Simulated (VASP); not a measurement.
# Cr in VASP: single point with PBE

Aim: the single point of Cr with PBE.

Program: VASP 6.6.1. These are calculated values, not measurements. Logs are shortened: lines on timing, memory, paths and dates and some standing lists are left out, and cuts for length are marked.

## 1. The cell of the first run

The cell holds a slab with vacuum, 1 atom: a = 2.849 Å, b = 2.849 Å, c = 16.000 Å, α = 90.00°, β = 90.00°, γ = 90.00°.

## 2. Single point, PBE, collinear spin, ferromagnetic start

File POSCAR:

```
Cr
1.0
    2.8486260748      0.0000000000      0.0000000000
    0.0000000000      2.8486260748      0.0000000000
    0.0000000000      0.0000000000     16.0000000000
Cr
1
Direct
    0.0000000000      0.0000000000      0.5000000000
```

File INCAR.step1:

```
PREC = Accurate ; ENCUT = 520
EDIFF = 1E-7 ; ISMEAR = -1
SIGMA = 0.1 ; LREAL = False
LASPH = True ; NELM = 150
ALGO = Normal ; ISIF = 2
LWAVE = False ; LCHARG = True
ISPIN = 2 ; MAGMOM = 2
LMAXMIX = 4 ; LDIPOL = True
IDIPOL = 3 ; DIPOL = 0.5 0.5 0.500
GGA = PE ; NBANDS = 16
```

File KPOINTS.step1:

```
Automatic mesh
0
Gamma
  14 14 1
```

File INCAR.step2:

```
PREC = Accurate ; ENCUT = 520
EDIFF = 1E-7 ; ISMEAR = -5
SIGMA = 0.1 ; LREAL = False
LASPH = True ; NELM = 150
ALGO = Normal ; ISIF = 2
LWAVE = False ; LCHARG = False
ISPIN = 2 ; MAGMOM = 2
LORBIT = 11 ; LMAXMIX = 4
LDIPOL = True ; IDIPOL = 3
DIPOL = 0.5 0.5 0.500 ; GGA = PE
NEDOS = 2001 ; ICHARG = 11
```

File KPOINTS.step2:

```
Automatic mesh
0
Gamma
  21 21 1
```

Potentials or basis: VASP PAW PBE potentials, release 64 (Cr_pv).

The run is started by

```sh
$ cat potpaw_PBE.64/Cr_pv/POTCAR > POTCAR
$ cp INCAR.step1 INCAR
$ cp KPOINTS.step1 KPOINTS
$ mpirun -np 1 vasp_std > vasp.out
$ cp INCAR.step2 INCAR
$ cp KPOINTS.step2 KPOINTS
$ mpirun -np 1 vasp_std > vasp.out
```

OUTCAR:

```text
PREC = Accurate
   ENCUT = 520
   EDIFF = 1E-7
   ISMEAR = -5
   LREAL = False
   LASPH = True
   NELM = 150
   ISIF = 2
   ISPIN = 2
   LORBIT = 11
   GGA = PE
   ICHARG = 11

 ion  position               nearest neighbor table
   1  0.000  0.000  0.500-

  LATTYP: Found a simple tetragonal cell.
 ALAT       =     2.8486260748
 C/A-ratio  =     5.6167428016

  Lattice vectors:

 A1 = (   2.8486260748,   0.0000000000,   0.0000000000)
 A2 = (   0.0000000000,   2.8486260748,   0.0000000000)
 A3 = (   0.0000000000,   0.0000000000,  16.0000000000)

Analysis of symmetry for initial positions (statically):
=====================================================================
 Subroutine PRICEL returns:
 Original cell was already a primitive cell.

 Routine SETGRP: Setting up the symmetry group for a
 simple tetragonal supercell.

 Subroutine GETGRP returns: Found 16 space group operations
 (whereof 16 operations were pure point group operations)
 out of a pool of 16 trial point group operations.

The static configuration has the point symmetry D_4h.

Analysis of symmetry for dynamics (positions and initial velocities):
=====================================================================
 Subroutine PRICEL returns:
 Original cell was already a primitive cell.

 Routine SETGRP: Setting up the symmetry group for a
 simple tetragonal supercell.

 Subroutine GETGRP returns: Found 16 space group operations
 (whereof 16 operations were pure point group operations)
 out of a pool of 16 trial point group operations.

The dynamic configuration has the point symmetry D_4h.

Analysis of structural, dynamic, and magnetic symmetry:
=====================================================================
 Subroutine PRICEL returns:
 Original cell was already a primitive cell.

 Routine SETGRP: Setting up the symmetry group for a
 simple tetragonal supercell.

 Subroutine GETGRP returns: Found 16 space group operations
 (whereof 16 operations were pure point group operations)
 out of a pool of 16 trial point group operations.

The overall configuration has the point symmetry D_4h.

 Subroutine INISYM returns: Found 16 space group operations
 (whereof 16 operations are pure point group operations),
 and found     1 'primitive' translations

----------------------------------------------------------------------------------------

                                     Primitive cell

  volume of cell :     129.8347

  direct lattice vectors                    reciprocal lattice vectors
     2.848626075  0.000000000  0.000000000     0.351046425  0.000000000  0.000000000
     0.000000000  2.848626075  0.000000000     0.000000000  0.351046425  0.000000000
     0.000000000  0.000000000 16.000000000     0.000000000  0.000000000  0.062500000

  length of vectors
     2.848626075  2.848626075 16.000000000     0.351046425  0.351046425  0.062500000

  position of ions in fractional coordinates (direct lattice)
     0.000000000  0.000000000  0.500000000

  ion indices of the primitive-cell ions
   primitive index   ion index
                 1           1

----------------------------------------------------------------------------------------

 KPOINTS: Automatic mesh

Automatic generation of k-mesh.
 Grid dimensions read from file:
 generate k-points for:   21   21    1

 Generating k-lattice:

  Cartesian coordinates                     Fractional coordinates (reciprocal lattice)
     0.016716496  0.000000000  0.000000000     0.047619048  0.000000000  0.000000000
     0.000000000  0.016716496  0.000000000     0.000000000  0.047619048  0.000000000
     0.000000000  0.000000000  0.062500000     0.000000000  0.000000000  1.000000000

  Length of vectors
     0.016716496  0.016716496  0.062500000

  Shift w.r.t. Gamma in fractional coordinates (k-lattice)
     0.000000000  0.000000000  0.000000000

 TETIRR: Found    639 inequivalent tetrahedra from     2646

 Subroutine IBZKPT returns following result:
 ===========================================

 Found     66 irreducible k-points:

 Following reciprocal coordinates:
            Coordinates               Weight
  0.000000  0.000000  0.000000      1.000000
  0.047619  0.000000  0.000000      4.000000
  0.095238  0.000000  0.000000      4.000000
  0.142857  0.000000  0.000000      4.000000
  0.190476  0.000000  0.000000      4.000000
  0.238095  0.000000  0.000000      4.000000
[... 16 lines left out ...]
  0.142857  0.095238  0.000000      8.000000
  0.190476  0.095238  0.000000      8.000000
 [... further k-points ...]
   k-points           NKPTS =     66   k-points in BZ     NKDIM =     66   number of bands    NBANDS=     11
   number of dos      NEDOS =   2001   number of ions     NIONS =      1
   total plane-waves  NPLWV =  69120
   dimension x,y,z NGX =    24 NGY =   24 NGZ =  120
   dimension x,y,z NGXF=    48 NGYF=   48 NGZF=  240
   ions per type =               1
   NGX,Y,Z   is equivalent  to a cutoff of  14.01, 14.01, 12.47 a.u.
   NGXF,Y,Z  is equivalent  to a cutoff of  28.01, 28.01, 24.94 a.u.
 SYSTEM =  unknown system
   PREC   = accura    normal or accurate (medium, high low for compatibility)
   ISTART =      0    job   : 0-new  1-cont  2-samecut
   ICHARG =     11    charge: 1-file 2-atom 10-const
   ISPIN  =      2    spin polarized calculation?
   LNONCOLLINEAR =      F non collinear calculations
   LSORBIT =      F    spin-orbit coupling
   LASPH  =      T    aspherical Exc in radial PAW
   ENCUT  =  520.0 eV  38.22 Ry    6.18 a.u.   5.30  5.30 29.75*2*pi/ulx,y,z
   NELM   =    150;   NELMIN=  2; NELMDL=  0     # of ELM steps
   EDIFF  = 0.1E-06   stopping-criterion for ELM
   LREAL  =      F    real-space projection
   EDIFFG = 0.1E-05   stopping-criterion for IOM
   NSW    =      0    number of steps for IOM
   IBRION =     -1    ionic relax: 0-MD 1-quasi-New 2-CG
   NFREE  =      0    steps in history (QN), initial steepest desc. (CG)
   ISIF   =      2    stress and relaxation
   ISYM   =      2    0-nonsym 1-usesym 2-fastsym
   POTIM  = 0.5000    time-step for ionic-motion
   TEBEG  =    0.0;   TEEND  =   0.0 temperature during run
   PSTRESS=    0.0 pullay stress
   NELECT =      12.0000    total number of electrons
   NUPDOWN=      -1.0000    fix difference up-down
   EMIN   =  10.00;   EMAX   =-10.00  energy-range for DOS
   EFERMI =   0.00;   METHOD = LEGACY
   ISMEAR =    -5;   SIGMA  =   0.10  broadening in eV -4-tet -1-fermi 0-gaus
   EFERMI_NEDOS =   21; number of points for ismear=-14 and -15
   IALGO  =     38    algorithm
   IMIX   =      4    mixing-type and parameters
     AMIX     =   0.40;   BMIX     =  1.00
     AMIX_MAG =   1.60;   BMIX_MAG =  1.00
  volume/ion in A,a.u.               =     129.83       876.17
  Fermi-wavevector in a.u.,A,eV,Ry     =   0.740182  1.398740  7.454208  0.547869
  Thomas-Fermi vector in A             =   1.834522
   LORBIT       =     11    0 simple, 1 ext, 2 COOP (PROOUT), +10 PAW based schemes
   GGA     = PE    functional components
   LHFCALC =     F    Hartree Fock is set to
   AEXX    =    0.0000 exact exchange contribution
   IVDW    =     0    specifies the selected vdW correction
   LEPSILON=     F    determine dielectric tensor
   LRPA    =     F    only Hartree local field effects (RPA)
 spin polarized calculation
 Fermi weights with tetrahedron method with Bloechl corrections
  energy-cutoff  :      520.00
  volume of cell :      129.83
 maximum number of plane-waves:      3535
 NGX is ok and might be reduce to    24

 number of electron      11.9999995 magnetization       4.8596937

 dipolmoment           0.000000      0.000000     -0.000000 electrons x Angstroem

 Free energy of the ion-electron system (eV)
  ---------------------------------------------------
  ext. energy  EPLUGINS =         0.00000000
  ---------------------------------------------------
  free energy    TOTEN  =        -6.71703574 eV

  energy without entropy =       -6.71703574  energy(sigma->0) =       -6.71703574

 E-fermi :  -2.4654     XC(G=0):  -2.6038

 val. band max:       -2.4945022413   @ k =   0.3810   0.1429   0.0000
 cond. band min:      -2.4432448572   @ k =   0.0952   0.0476   0.0000
 fundamental gap:      0.0512573841
 Fermi energy:        -2.4654106849

 spin component 1

 k-point     1 :       0.0000    0.0000    0.0000
  band No.  band energies     occupation
      1     -46.1976      1.00000
      2     -46.1976      1.00000
      3     -46.1608      1.00000
      4      -7.2241      1.00000
      5      -4.8271      1.00000
      6      -3.8753      1.00000
      7      -2.7306      1.00000
      8      -2.7306      1.00000
      9      -2.3941      0.00000
     10      -2.3472      0.00000
     11       1.0376      0.00000

 k-point     2 :       0.0476    0.0000    0.0000
  band No.  band energies     occupation
      1     -46.2011      1.00000
      2     -46.1973      1.00000
      3     -46.1605      1.00000
      4      -7.1760      1.00000
      5      -4.8079      1.00000
      6      -3.8623      1.00000
      7      -2.8828      1.00000
      8      -2.7279      1.00000
      9      -2.3667      0.00000
     10      -2.2209      0.00000
     11       1.0771      0.00000
[... 295 lines left out ...]
 k-point    24 :       0.1905    0.0952    0.0000
  band No.  band energies     occupation
      1     -46.2470      1.00000
      2     -46.2072      1.00000
      3     -46.1546      1.00000
      4      -6.3044      1.00000
      5      -4.4451      1.00000
      6      -3.6378      1.00000
      7      -3.5682      1.00000
      8      -2.8529      1.00000
      9      -2.6972      1.00000
     10      -0.9192      0.00000
     11       1.8312      0.00000

 [... further k-points ...]

 spin component 2

 k-point     1 :       0.0000    0.0000    0.0000
  band No.  band energies     occupation
      1     -42.2195      1.00000
      2     -42.2195      1.00000
      3     -42.0209      1.00000
      4      -5.4884      1.00000
      5      -1.5104      0.00000
      6      -1.0946      0.00000
      7      -0.7304      0.00000
      8       1.1493      0.00000
      9       1.1493      0.00000
     10       1.4686      0.00000
     11       1.4736      0.00000

 k-point     2 :       0.0476    0.0000    0.0000
  band No.  band energies     occupation
      1     -42.2235      1.00000
      2     -42.2192      1.00000
      3     -42.0205      1.00000
      4      -5.4405      1.00000
      5      -1.4917      0.00000
      6      -1.0807      0.00000
      7      -0.7075      0.00000
      8       1.1348      0.00000
      9       1.1529      0.00000
     10       1.4482      0.00000
     11       1.5076      0.00000
[... 295 lines left out ...]
 k-point    24 :       0.1905    0.0952    0.0000
  band No.  band energies     occupation
      1     -42.2748      1.00000
      2     -42.2302      1.00000
      3     -42.0137      1.00000
      4      -4.5602      1.00000
      5      -1.1568      0.00000
      6      -0.9073      0.00000
      7      -0.3152      0.00000
      8       0.9294      0.00000
      9       1.0080      0.00000
     10       1.4486      0.00000
     11       2.2511      0.00000

 [... further k-points ...]

------------------------ aborting loop because EDIFF is reached ----------------------------------------

 vacuum level on the upper side and lower side of the slab       (xc-potential included)         0.007         0.007

  FORCE on cell =-STRESS in cart. coord.  units (eV):
  Direction    XX          YY          ZZ          XY          YZ          ZX
  --------------------------------------------------------------------------------------
  -------------------------------------------------------------------------------------
  Total        1.0923741      1.0923741      0.9111610      0.0000000      0.0000000      0.0000000
  in kB       13.4800372     13.4800372     11.2438451      0.0000000      0.0000000      0.0000000
  external PRESSURE =      12.7346398 kB  Pullay stress =       0.0000000 kB

 VOLUME and BASIS-vectors are now :
 -----------------------------------------------------------------------------
  energy-cutoff  :      520.00
  volume of cell :      129.83
      direct lattice vectors                 reciprocal lattice vectors
     2.848626075  0.000000000  0.000000000     0.351046425  0.000000000  0.000000000
     0.000000000  2.848626075  0.000000000     0.000000000  0.351046425  0.000000000
     0.000000000  0.000000000 16.000000000     0.000000000  0.000000000  0.062500000

 POSITION                                       TOTAL-FORCE (eV/Angst)
 -----------------------------------------------------------------------------------
      0.00000      0.00000      8.00000         0.000000      0.000000      0.000000
 -----------------------------------------------------------------------------------
    total drift:                               -0.000000     -0.000000      0.000000

  FREE ENERGIE OF THE ION-ELECTRON SYSTEM (eV)
  ---------------------------------------------------
  free  energy   TOTEN  =        -6.7170357417 eV

  energy  without entropy=       -6.7170357417  energy(sigma->0) =       -6.71703574

 vacuum level on the upper side and lower side of the slab         1.610         1.610

 total charge

# of ion       s       p       d       tot
------------------------------------------
    1        0.310   6.074   4.120  10.504

 magnetization (x)

# of ion       s       p       d       tot
------------------------------------------
    1        0.074   0.057   4.035   4.166
```

Wall time 3.6 min (1 thread of Intel Xeon 6975P-C (Granite Rapids), shared host); peak memory 0.36 GiB.

What came out:

| Property | Result |
| --- | --- |
| Net moment | 4.86 μB per cell |
| Site moments | Cr +4.17 μB |
| Valence electrons inside the program's atomic spheres | Cr 10.50 |

Caveat: tetrahedron occupations give inexact forces and stress in metals.
